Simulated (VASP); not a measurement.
# Zr (Im-3m) in VASP: further runs, part 2 of 3

VASP 6.6.1. The steps go on from the part before.

## Step 3: Relaxation of cell and atoms, PBE

This run uses another cell than the first one, of 23.72 Å³/atom, 1.078 times its volume.

The input, INCAR:

```
SYSTEM = Zr
ALGO = Normal
EDIFF = 1E-7
EDIFFG = -0.005
ENCUT = 500
GGA = PE
GGA_COMPAT = .False.
IBRION = 2
ISIF = 3
ISMEAR = -1
LASPH = .True.
LCHARG = .False.
LREAL = .False.
LWAVE = .False.
NELM = 120
NELMIN = 4
NSW = 80
PREC = Accurate
SIGMA = 0.05
```

The input, KPOINTS:

```
k-points
0
Gamma
  8 8 8
  0 0 0
```

The input, POSCAR:

```
Zr
1.0
   -1.8100000000      1.8100000000      1.8100000000
    1.8100000000     -1.8100000000      1.8100000000
    1.8100000000      1.8100000000     -1.8100000000
Zr
1
Direct
    0.0000000000      0.0000000000      0.0000000000
```

Potentials or basis: VASP PAW PBE potentials, release 64 (Zr_sv).

Command:

```
$ cat potpaw_PBE.64/Zr_sv/POTCAR > POTCAR
$ mpirun -np 1 vasp_std > vasp.out
```

OUTCAR:

```text
SYSTEM = Zr
   EDIFF = 1E-7
   EDIFFG = -0.005
   ENCUT = 500
   GGA = PE
   IBRION = 2
   ISIF = 3
   ISMEAR = -1
   LASPH = .True.
   LREAL = .False.
   NELM = 120
   NELMIN = 4
   NSW = 80
   PREC = Accurate

 ion  position               nearest neighbor table
   1  0.000  0.000  0.000-

  LATTYP: Found a body centered cubic cell.
 ALAT       =     3.6200000000

  Lattice vectors:

 A1 = (  -1.8100000000,   1.8100000000,   1.8100000000)
 A2 = (   1.8100000000,  -1.8100000000,   1.8100000000)
 A3 = (   1.8100000000,   1.8100000000,  -1.8100000000)

Analysis of symmetry for initial positions (statically):
=====================================================================
 Subroutine PRICEL returns:
 Original cell was already a primitive cell.
[... 247 lines left out ...]

 E-fermi :   8.8612     XC(G=0): -11.1348

 val. band max:        8.6989081555   @ k =   0.5000   0.5000   0.1250
 cond. band min:       8.8860348505   @ k =   0.2500   0.2500   0.0000
 fundamental gap:      0.1871266950
 Fermi energy:         8.8612064649

 k-point     1 :       0.0000    0.0000    0.0000
  band No.  band energies     occupation
      1     -39.6280      2.00000
      2     -17.1227      2.00000
      3     -17.1227      2.00000
      4     -17.1227      2.00000
      5       3.4593      2.00000
      6       9.9745      0.00000
      7       9.9745      0.00000
      8       9.9745      0.00000
      9      12.4789      0.00000
     10      12.4789      0.00000
[... 287 lines left out ...]
 k-point    24 :      -0.3750    0.3750    0.2500
  band No.  band energies     occupation
      1     -39.4330      2.00000
      2     -17.8668      2.00000
      3     -17.5803      2.00000
      4     -17.4906      2.00000
      5       7.1398      2.00000
      6       7.7303      2.00000
      7      10.3460      0.00000
      8      10.9307      0.00000
      9      13.5168      0.00000
     10      14.0121      0.00000

 [... further k-points ...]
[... 5 lines left out ...]
  --------------------------------------------------------------------------------------
  -------------------------------------------------------------------------------------
  Total       -0.0008314     -0.0008314     -0.0008314      0.0000000     -0.0000000     -0.0000000
  in kB       -0.0579338     -0.0579338     -0.0579338      0.0000000     -0.0000000     -0.0000000
  external PRESSURE =      -0.0579338 kB  Pullay stress =       0.0000000 kB
[... 16 lines left out ...]
  FREE ENERGIE OF THE ION-ELECTRON SYSTEM (eV)
  ---------------------------------------------------
  free  energy   TOTEN  =        -8.4396541097 eV

  energy  without entropy=       -8.4208241960  energy(sigma->0) =       -8.43023915

 reached required accuracy - stopping structural energy minimisation
```

OSZICAR:

```text
N       E                     dE             d eps       ncg     rms          rms(c)
DAV:   1     0.832021328319E+02    0.83202E+02   -0.69421E+03   580   0.115E+03
DAV:   2    -0.586087315164E+01   -0.89063E+02   -0.87637E+02   636   0.299E+02
DAV:   3    -0.868638679083E+01   -0.28255E+01   -0.27445E+01   768   0.458E+01
[... 27 lines left out ...]
DAV:   5    -0.843963765804E+01   -0.15749E-02   -0.29979E-03   748   0.321E-01    0.520E-02
DAV:   6    -0.843965611215E+01   -0.18454E-04   -0.43319E-05   624   0.722E-02    0.166E-02
DAV:   7    -0.843965468174E+01    0.14304E-05   -0.44996E-06   724   0.278E-02    0.109E-03
DAV:   8    -0.843965420035E+01    0.48138E-06   -0.14180E-07   426   0.418E-03    0.235E-03
DAV:   9    -0.843965410974E+01    0.90611E-07   -0.85498E-08   374   0.341E-03
   3 F= -.84396541E+01 E0= -.84302392E+01  d E =-.622555E-02
```

Wall time 21 s (1 thread of Intel Xeon 8259CL, shared host); peak memory 0.14 GiB.

Results:

- Free energy: -8.4397 eV
- Relaxed volume: 22.99 Å³/atom
- Relaxed cell: a = 3.103 Å, b = 3.103 Å, c = 3.103 Å, α = 109.47°, β = 109.47°, γ = 109.47°
- Space group after relaxing (to 0.05 Å): Im-3m (No. 229)
- Energy gained by relaxing: 6.2 meV/atom
- Ionic steps: 3
- Pressure after relaxing: 0.0 GPa
- Band gap on the k mesh: zero (band 6 reaches 9.97 eV, above the bottom of band 7 at 8.31 eV)

Step by step:
```tsv
step	energy change (eV)	largest force (eV/Å)	pressure (GPa)	volume (Å³)
1	0.0000	0.0000	-2.68	23.72
2	-0.0016	0.0000	2.50	22.38
3	-0.0062	0.0000	-0.01	22.99
```

Final structure:
```
Zr
1.0
    -1.79133    1.79133    1.79133
     1.79133   -1.79133    1.79133
     1.79133    1.79133   -1.79133
Zr
1
Cartesian
  0.0000 0.0000 0.0000
```

## Step 4: Relaxation of cell and atoms, PBEsol

This run uses another cell than the first one, of 23.72 Å³/atom, 1.078 times its volume.

The input, INCAR:

```
SYSTEM = Zr
PREC = Accurate
ENCUT = 500
EDIFF = 1E-7
ISMEAR = -1
SIGMA = 0.05
LREAL = .FALSE.
LASPH = .TRUE.
NELM = 120
ALGO = Normal
ISIF = 3
LWAVE = .FALSE.
LCHARG = .FALSE.
GGA = PS
IBRION = 2
NSW = 80
EDIFFG = -0.005
GGA_COMPAT = .FALSE.
NELMIN = 4
```

The input, KPOINTS:

```
Automatic mesh
0
G
  8 8 8
  0 0 0
```

POSCAR is that of step 3.

Potentials or basis: VASP PAW PBE potentials, release 64 (Zr_sv).

Command:

```
$ cat potpaw_PBE.64/Zr_sv/POTCAR > POTCAR
$ mpirun -np 1 vasp_std > vasp.out
```

OUTCAR:

```text
SYSTEM = Zr
   PREC = Accurate
   ENCUT = 500
   EDIFF = 1E-7
   ISMEAR = -1
   LREAL = .FALSE.
   LASPH = .TRUE.
   NELM = 120
   ISIF = 3
   GGA = PS
   IBRION = 2
   NSW = 80
   EDIFFG = -0.005
   NELMIN = 4

 ion  position               nearest neighbor table
   1  0.000  0.000  0.000-

  LATTYP: Found a body centered cubic cell.
 ALAT       =     3.6200000000

  Lattice vectors:

 A1 = (  -1.8100000000,   1.8100000000,   1.8100000000)
 A2 = (   1.8100000000,  -1.8100000000,   1.8100000000)
 A3 = (   1.8100000000,   1.8100000000,  -1.8100000000)

Analysis of symmetry for initial positions (statically):
=====================================================================
 Subroutine PRICEL returns:
 Original cell was already a primitive cell.

 Routine SETGRP: Setting up the symmetry group for a
 body centered cubic supercell.

 Subroutine GETGRP returns: Found 48 space group operations
 (whereof 48 operations were pure point group operations)
 out of a pool of 48 trial point group operations.

The static configuration has the point symmetry O_h .

Analysis of symmetry for dynamics (positions and initial velocities):
=====================================================================
 Subroutine PRICEL returns:
 Original cell was already a primitive cell.

 Routine SETGRP: Setting up the symmetry group for a
 body centered cubic supercell.

 Subroutine GETGRP returns: Found 48 space group operations
 (whereof 48 operations were pure point group operations)
 out of a pool of 48 trial point group operations.

The dynamic configuration has the point symmetry O_h .

 Subroutine INISYM returns: Found 48 space group operations
 (whereof 48 operations are pure point group operations),
 and found     1 'primitive' translations

----------------------------------------------------------------------------------------

                                     Primitive cell

  volume of cell :      23.7190

  direct lattice vectors                    reciprocal lattice vectors
    -1.810000000  1.810000000  1.810000000     0.000000000  0.276243094  0.276243094
     1.810000000 -1.810000000  1.810000000     0.276243094  0.000000000  0.276243094
     1.810000000  1.810000000 -1.810000000     0.276243094  0.276243094  0.000000000

  length of vectors
     3.135011962  3.135011962  3.135011962     0.390666730  0.390666730  0.390666730

  position of ions in fractional coordinates (direct lattice)
     0.000000000  0.000000000  0.000000000

  ion indices of the primitive-cell ions
   primitive index   ion index
                 1           1

----------------------------------------------------------------------------------------

 KPOINTS: Automatic mesh

Automatic generation of k-mesh.
 Grid dimensions read from file:
 generate k-points for:    8    8    8

 Generating k-lattice:

  Cartesian coordinates                     Fractional coordinates (reciprocal lattice)
[... 39 lines left out ...]
 -0.250000  0.250000  0.250000      6.000000
 -0.375000  0.375000  0.250000     24.000000
 [... further k-points ...]
   k-points           NKPTS =     29   k-points in BZ     NKDIM =     29   number of bands    NBANDS=     10
   number of dos      NEDOS =    301   number of ions     NIONS =      1
   total plane-waves  NPLWV =  13824
   dimension x,y,z NGX =    24 NGY =   24 NGZ =   24
   dimension x,y,z NGXF=    48 NGYF=   48 NGZF=   48
   ions per type =               1
   NGX,Y,Z   is equivalent  to a cutoff of  12.73, 12.73, 12.73 a.u.
   NGXF,Y,Z  is equivalent  to a cutoff of  25.45, 25.45, 25.45 a.u.
 SYSTEM =  Zr
   PREC   = accura    normal or accurate (medium, high low for compatibility)
   ISTART =      0    job   : 0-new  1-cont  2-samecut
   ICHARG =      2    charge: 1-file 2-atom 10-const
   ISPIN  =      1    spin polarized calculation?
   LNONCOLLINEAR =      F non collinear calculations
   LSORBIT =      F    spin-orbit coupling
   LASPH  =      T    aspherical Exc in radial PAW
   ENCUT  =  500.0 eV  36.75 Ry    6.06 a.u.   5.72  5.72  5.72*2*pi/ulx,y,z
   NELM   =    120;   NELMIN=  4; NELMDL= -5     # of ELM steps
   EDIFF  = 0.1E-06   stopping-criterion for ELM
   LREAL  =      F    real-space projection
   EDIFFG = -.5E-02   stopping-criterion for IOM
   NSW    =     80    number of steps for IOM
   IBRION =      2    ionic relax: 0-MD 1-quasi-New 2-CG
   NFREE  =      1    steps in history (QN), initial steepest desc. (CG)
   ISIF   =      3    stress and relaxation
   ISYM   =      2    0-nonsym 1-usesym 2-fastsym
   POTIM  = 0.5000    time-step for ionic-motion
   TEBEG  =    0.0;   TEEND  =   0.0 temperature during run
   PSTRESS=    0.0 pullay stress
   NELECT =      12.0000    total number of electrons
   NUPDOWN=      -1.0000    fix difference up-down
   EMIN   =  10.00;   EMAX   =-10.00  energy-range for DOS
   EFERMI =   0.00;   METHOD = LEGACY
   ISMEAR =    -1;   SIGMA  =   0.05  broadening in eV -4-tet -1-fermi 0-gaus
   EFERMI_NEDOS =   21; number of points for ismear=-14 and -15
   IALGO  =     38    algorithm
   IMIX   =      4    mixing-type and parameters
     AMIX     =   0.40;   BMIX     =  1.00
     AMIX_MAG =   1.60;   BMIX_MAG =  1.00
  volume/ion in A,a.u.               =      23.72       160.06
  Fermi-wavevector in a.u.,A,eV,Ry     =   1.304478  2.465105 23.152520  1.701662
  Thomas-Fermi vector in A             =   2.435411
   LORBIT       =      0    0 simple, 1 ext, 2 COOP (PROOUT), +10 PAW based schemes
   GGA     = PS    functional components
   LHFCALC =     F    Hartree Fock is set to
   AEXX    =    0.0000 exact exchange contribution
   IVDW    =     0    specifies the selected vdW correction
   LEPSILON=     F    determine dielectric tensor
   LRPA    =     F    only Hartree local field effects (RPA)
 conjugate gradient relaxation of ions
 non-spin polarized calculation
  energy-cutoff  :      500.00
  volume of cell :       23.72
 maximum number of plane-waves:       622
   NGX = 11   NGY = 11   NGZ = 11

--------------------------------------- Ionic step        1  -------------------------------------------

 number of electron      12.0000000 magnetization

 Free energy of the ion-electron system (eV)
  ---------------------------------------------------
  ext. energy  EPLUGINS =         0.00000000
  ---------------------------------------------------
  free energy    TOTEN  =        -8.97941266 eV

  energy without entropy =       -8.96054565  energy(sigma->0) =       -8.96997915

------------------------ aborting loop because EDIFF is reached ----------------------------------------

  FORCE on cell =-STRESS in cart. coord.  units (eV):
  Direction    XX          YY          ZZ          XY          YZ          ZX
  --------------------------------------------------------------------------------------
  -------------------------------------------------------------------------------------
  Total       -0.9313213     -0.9313213     -0.9313213      0.0000000     -0.0000000      0.0000000
  in kB      -62.9092364    -62.9092364    -62.9092364      0.0000000     -0.0000000      0.0000000
  external PRESSURE =     -62.9092364 kB  Pullay stress =       0.0000000 kB
[... 162 lines left out ...]
--------------------------------------- Ionic step        6  -------------------------------------------

 number of electron      12.0000000 magnetization

 Free energy of the ion-electron system (eV)
  ---------------------------------------------------
  ext. energy  EPLUGINS =         0.00000000
  ---------------------------------------------------
  free energy    TOTEN  =        -9.01459340 eV

  energy without entropy =       -8.99652787  energy(sigma->0) =       -9.00556064

 E-fermi :   9.2249     XC(G=0): -11.4565

 val. band max:        9.2105343044   @ k =  -0.3750   0.3750   0.1250
 cond. band min:       9.2603414582   @ k =   0.2500   0.0000   0.0000
 fundamental gap:      0.0498071538
 Fermi energy:         9.2248963150

 k-point     1 :       0.0000    0.0000    0.0000
  band No.  band energies     occupation
      1     -39.0788      2.00000
      2     -16.5236      2.00000
      3     -16.5236      2.00000
      4     -16.5236      2.00000
      5       3.7377      2.00000
      6      10.3493      0.00000
      7      10.3493      0.00000
      8      10.3493      0.00000
      9      12.9902      0.00000
     10      12.9902      0.00000
[... 287 lines left out ...]
 k-point    24 :      -0.3750    0.3750    0.2500
  band No.  band energies     occupation
      1     -38.8437      2.00000
      2     -17.3862      2.00000
      3     -17.0512      2.00000
      4     -16.9492      2.00000
      5       7.4464      2.00000
      6       7.9956      2.00000
      7      10.7530      0.00000
      8      11.3709      0.00000
      9      14.1129      0.00000
     10      14.6551      0.00000

 [... further k-points ...]
[... 5 lines left out ...]
  --------------------------------------------------------------------------------------
  -------------------------------------------------------------------------------------
  Total       -0.0000828     -0.0000828     -0.0000828     -0.0000000     -0.0000000      0.0000000
  in kB       -0.0060249     -0.0060249     -0.0060249     -0.0000000     -0.0000000      0.0000000
  external PRESSURE =      -0.0060249 kB  Pullay stress =       0.0000000 kB
[... 16 lines left out ...]
  FREE ENERGIE OF THE ION-ELECTRON SYSTEM (eV)
  ---------------------------------------------------
  free  energy   TOTEN  =        -9.0145933988 eV

  energy  without entropy=       -8.9965278721  energy(sigma->0) =       -9.00556064

 reached required accuracy - stopping structural energy minimisation
```

OSZICAR:

```text
N       E                     dE             d eps       ncg     rms          rms(c)
DAV:   1     0.823494259273E+02    0.82349E+02   -0.69311E+03   580   0.115E+03
DAV:   2    -0.646318245290E+01   -0.88813E+02   -0.87368E+02   634   0.298E+02
DAV:   3    -0.929264817658E+01   -0.28295E+01   -0.27493E+01   766   0.458E+01
[... 56 lines left out ...]
DAV:   3    -0.901458970919E+01    0.57545E-05   -0.44326E-05   798   0.591E-02    0.128E-02
DAV:   4    -0.901459151517E+01   -0.18060E-05   -0.10328E-06   786   0.991E-03    0.606E-03
DAV:   5    -0.901459326149E+01   -0.17463E-05   -0.19147E-06   750   0.846E-03    0.128E-03
DAV:   6    -0.901459336903E+01   -0.10754E-06   -0.17443E-08   322   0.165E-03    0.435E-04
DAV:   7    -0.901459339879E+01   -0.29761E-07   -0.28255E-09   290   0.758E-04
   6 F= -.90145934E+01 E0= -.90055606E+01  d E =-.565784E-05
```

CONTCAR:

```text
Zr
   1.00000000000000
    -1.7655387401868732    1.7655387401868732    1.7655387401868732
     1.7655387401868732   -1.7655387401868732    1.7655387401868732
     1.7655387401868732    1.7655387401868732   -1.7655387401868732
  Zr
     1
Direct
     0.0000000000000000    0.0000000000000000    0.0000000000000000

  0.00000000E+00  0.00000000E+00  0.00000000E+00
```

It took 39 s on 1 thread of Intel Xeon 8259CL, shared host; peak memory 0.14 GiB.

Results:

| Quantity | Value |
| --- | --- |
| Free energy | -9.0146 eV |
| Relaxed volume | 22.01 Å³/atom |
| Relaxed cell | a = 3.058 Å, b = 3.058 Å, c = 3.058 Å, α = 109.47°, β = 109.47°, γ = 109.47° |
| Space group after relaxing (to 0.05 Å) | Im-3m (No. 229) |
| Energy gained by relaxing | 35.2 meV/atom |
| Ionic steps | 6 |
| Pressure after relaxing | 0.0 GPa |
| Band gap on the k mesh | zero (band 6 reaches 10.35 eV, above the bottom of band 7 at 8.61 eV) |

The path:
| step | energy change (eV) | largest force (eV/Å) | pressure (GPa) | volume (Å³) |
| --- | --- | --- | --- | --- |
| 1 | 0.0000 | 0.0000 | -6.29 | 23.72 |
| 2 | -0.0090 | 0.0000 | 6.46 | 20.66 |
| 3 | -0.0352 | 0.0000 | -0.05 | 22.03 |
| 4 | -0.0352 | 0.0000 | 0.09 | 21.99 |
| 5 | -0.0352 | 0.0000 | -0.06 | 22.03 |
| 6 | -0.0352 | 0.0000 | 0.00 | 22.01 |

Final structure:
```cif
data_structure
_symmetry_space_group_name_H-M 'P 1'
_symmetry_Int_Tables_number 1
_cell_length_a 3.0580
_cell_length_b 3.0580
_cell_length_c 3.0580
_cell_angle_alpha 109.471
_cell_angle_beta 109.471
_cell_angle_gamma 109.471
_cell_volume 22.01
loop_
_atom_site_label
_atom_site_type_symbol
_atom_site_fract_x
_atom_site_fract_y
_atom_site_fract_z
_atom_site_occupancy
Zr1 Zr 0.00000 0.00000 0.00000 1
```

Caveat: the PAW data sets were made with another functional, which shifts forces and pressure a little.

(Part 2 of 3 ends here.)
